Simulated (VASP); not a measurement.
# WC (P-6m2) in VASP: single point with LDA

Aim: the single point of WC with LDA.

All numbers are computed with VASP 6.6.1; they aren't measurements. Logs are shortened: lines on timing, memory, paths and dates and some standing lists are left out, and cuts for length are marked.

### Step 1. The cell of the first run

The structure is hexagonal, space group P-6m2 (No. 187). The conventional cell has a = 2.901 Å, b = 2.901 Å, c = 2.829 Å, α = 90.00°, β = 90.00°, γ = 120.00°. W (site symmetry -6m2) has 6 C at 2.19 Å and 8 W at 2.83 to 2.90 Å within 3.0 Å. C (site symmetry -6m2) has 6 W at 2.19 Å and 8 C at 2.83 to 2.90 Å within 3.0 Å.

### Step 2. Single point, LDA

The input, INCAR:

```
PREC = Accurate
ENCUT = 1300
EDIFF = 1E-6
ISMEAR = 0
SIGMA = 0.1
LREAL = F
LASPH = T
NELM = 120
ALGO = Normal
ISIF = 2
LWAVE = F
LCHARG = F
NBANDS = 16
GGA_COMPAT = F
```

The input, KPOINTS:

```
Automatic mesh
0
Gamma
  6 6 6
```

The input, POSCAR:

```
WC
1.0
    2.9005014360      0.0000000000      0.0000000000
   -1.4502507180      2.5119079273      0.0000000000
    0.0000000000      0.0000000000      2.8290000000
W C
1 1
Direct
    0.0000000000      0.0000000000      0.0000000000
    0.6666666667      0.3333333333      0.5000000000
```

Potentials or basis: VASP PAW LDA potentials, release 64 (W_sv, C_h).

Launch:

```
$ cat potpaw_LDA.64/W_sv/POTCAR potpaw_LDA.64/C_h/POTCAR > POTCAR
$ mpirun -np 1 vasp_std > vasp.out
```

OUTCAR:

```text
PREC = Accurate
   ENCUT = 1300
   EDIFF = 1E-6
   ISMEAR = 0
   LREAL = F
   LASPH = T
   NELM = 120
   ISIF = 2

 ion  position               nearest neighbor table
   1  0.000  0.000  0.000-   2 2.19   2 2.19   2 2.19   2 2.19   2 2.19   2 2.19
   2  0.667  0.333  0.500-   1 2.19   1 2.19   1 2.19   1 2.19   1 2.19   1 2.19

  LATTYP: Found a hexagonal cell.
 ALAT       =     2.9005014360
 C/A-ratio  =     0.9753485949

  Lattice vectors:

 A1 = (   2.9005014360,   0.0000000000,   0.0000000000)
 A2 = (  -1.4502507180,   2.5119079273,   0.0000000000)
 A3 = (   0.0000000000,   0.0000000000,   2.8290000000)

Analysis of symmetry for initial positions (statically):
=====================================================================
 Subroutine PRICEL returns:
 Original cell was already a primitive cell.

 Routine SETGRP: Setting up the symmetry group for a
 hexagonal supercell.

 Subroutine GETGRP returns: Found 12 space group operations
 (whereof 12 operations were pure point group operations)
 out of a pool of 24 trial point group operations.

The static configuration has the point symmetry D_3h.

Analysis of symmetry for dynamics (positions and initial velocities):
=====================================================================
 Subroutine PRICEL returns:
 Original cell was already a primitive cell.

 Routine SETGRP: Setting up the symmetry group for a
 hexagonal supercell.

 Subroutine GETGRP returns: Found 12 space group operations
 (whereof 12 operations were pure point group operations)
 out of a pool of 24 trial point group operations.

The dynamic configuration has the point symmetry D_3h.

 Subroutine INISYM returns: Found 12 space group operations
 (whereof 12 operations are pure point group operations),
 and found     1 'primitive' translations

----------------------------------------------------------------------------------------

                                     Primitive cell

  volume of cell :      20.6115

  direct lattice vectors                    reciprocal lattice vectors
     2.900501436  0.000000000  0.000000000     0.344767973  0.199051882  0.000000000
    -1.450250718  2.511907927  0.000000000     0.000000000  0.398103764  0.000000000
     0.000000000  0.000000000  2.829000000     0.000000000  0.000000000  0.353481796

  length of vectors
     2.900501436  2.900501436  2.829000000     0.398103764  0.398103764  0.353481796

  position of ions in fractional coordinates (direct lattice)
[... 73 lines left out ...]
   ISPIN  =      1    spin polarized calculation?
   LNONCOLLINEAR =      F non collinear calculations
   LSORBIT =      F    spin-orbit coupling
   LASPH  =      T    aspherical Exc in radial PAW
   ENCUT  = 1300.0 eV  95.55 Ry    9.77 a.u.   8.53  8.53  8.32*2*pi/ulx,y,z
   NELM   =    120;   NELMIN=  2; NELMDL= -5     # of ELM steps
   EDIFF  = 0.1E-05   stopping-criterion for ELM
   LREAL  =      F    real-space projection
   EDIFFG = 0.1E-04   stopping-criterion for IOM
   NSW    =      0    number of steps for IOM
   IBRION =     -1    ionic relax: 0-MD 1-quasi-New 2-CG
   NFREE  =      0    steps in history (QN), initial steepest desc. (CG)
   ISIF   =      2    stress and relaxation
   ISYM   =      2    0-nonsym 1-usesym 2-fastsym
   POTIM  = 0.5000    time-step for ionic-motion
   TEBEG  =    0.0;   TEEND  =   0.0 temperature during run
   PSTRESS=    0.0 pullay stress
   NELECT =      18.0000    total number of electrons
   NUPDOWN=      -1.0000    fix difference up-down
   EMIN   =  10.00;   EMAX   =-10.00  energy-range for DOS
   EFERMI =   0.00;   METHOD = LEGACY
   ISMEAR =     0;   SIGMA  =   0.10  broadening in eV -4-tet -1-fermi 0-gaus
   EFERMI_NEDOS =   21; number of points for ismear=-14 and -15
   IALGO  =     38    algorithm
   IMIX   =      4    mixing-type and parameters
     AMIX     =   0.40;   BMIX     =  1.00
     AMIX_MAG =   1.60;   BMIX_MAG =  1.00
  volume/ion in A,a.u.               =      10.31        69.55
  Fermi-wavevector in a.u.,A,eV,Ry     =   1.564813  2.957068 33.315762  2.448639
  Thomas-Fermi vector in A             =   2.667381
   LORBIT       =      0    0 simple, 1 ext, 2 COOP (PROOUT), +10 PAW based schemes
   GGA     = CA    functional components
   LHFCALC =     F    Hartree Fock is set to
   AEXX    =    0.0000 exact exchange contribution
   IVDW    =     0    specifies the selected vdW correction
   LEPSILON=     F    determine dielectric tensor
   LRPA    =     F    only Hartree local field effects (RPA)
 non-spin polarized calculation
 Gauss-broadening in eV      SIGMA  =   0.10
  energy-cutoff  :     1300.00
  volume of cell :       20.61
 maximum number of plane-waves:      2236
 NGX is ok and might be reduce to    36
   NGX = 17   NGY = 17   NGZ = 17

 number of electron      18.0000000 magnetization

 Free energy of the ion-electron system (eV)
  ---------------------------------------------------
  ext. energy  EPLUGINS =         0.00000000
  ---------------------------------------------------
  free energy    TOTEN  =       -24.70097200 eV

  energy without entropy =      -24.69720294  energy(sigma->0) =      -24.69908747

 E-fermi :  11.6390     XC(G=0): -14.0573

 val. band max:       11.5246546040   @ k =   0.0000   0.0000   0.0000
 cond. band min:      11.6671697927   @ k =   0.0000   0.0000   0.1667
 fundamental gap:      0.1425151887
 Fermi energy:        11.6389888226

 k-point     1 :       0.0000    0.0000    0.0000
  band No.  band energies     occupation
      1     -62.1287      2.00000
      2     -26.3756      2.00000
      3     -26.2628      2.00000
      4     -26.2628      2.00000
      5      -2.9297      2.00000
      6       7.0361      2.00000
[... 433 lines left out ...]
      3     -26.7992      2.00000
      4     -26.3321      2.00000
      5       0.4520      2.00000
      6       4.8211      2.00000
[... 8 lines left out ...]
     15      25.3197      0.00000
     16      28.5464      0.00000

 [... further k-points ...]
[... 5 lines left out ...]
  --------------------------------------------------------------------------------------
  -------------------------------------------------------------------------------------
  Total       -0.4548266     -0.4548266     -0.8900896      0.0000000     -0.0000000      0.0000000
  in kB      -35.3546597    -35.3546597    -69.1886029      0.0000000     -0.0000000      0.0000000
  external PRESSURE =     -46.6326408 kB  Pullay stress =       0.0000000 kB

 VOLUME and BASIS-vectors are now :
 -----------------------------------------------------------------------------
  energy-cutoff  :     1300.00
  volume of cell :       20.61
      direct lattice vectors                 reciprocal lattice vectors
     2.900501436  0.000000000  0.000000000     0.344767973  0.199051882  0.000000000
    -1.450250718  2.511907927  0.000000000     0.000000000  0.398103764  0.000000000
     0.000000000  0.000000000  2.829000000     0.000000000  0.000000000  0.353481796

 POSITION                                       TOTAL-FORCE (eV/Angst)
 -----------------------------------------------------------------------------------
      0.00000      0.00000      0.00000         0.000000     -0.000000      0.000000
      1.45025      0.83730      1.41450         0.000000      0.000000      0.000000
 -----------------------------------------------------------------------------------
    total drift:                               -0.000000      0.000000      0.000000

  FREE ENERGIE OF THE ION-ELECTRON SYSTEM (eV)
  ---------------------------------------------------
  free  energy   TOTEN  =       -24.7009719969 eV

  energy  without entropy=      -24.6972029402  energy(sigma->0) =      -24.69908747
```

Run time: 14 s. Hardware: 1 thread of Intel Xeon 6975P-C (Granite Rapids), shared host; peak memory 0.2 GiB.

What came out:

* Free energy: -24.7010 eV
* Pressure: -4.7 GPa
* Band gap on the k mesh: zero (bands 9 and 10 overlap by 1.20 eV)

Caveat: the k points lie up to 0.42 Å⁻¹ apart, too coarse for converged energies and pressures of a metal; spin-orbit coupling is left out, which moves the levels of the heavy elements.

The gap in the log of VASP goes by the Fermi energy; the results here count the filled bands.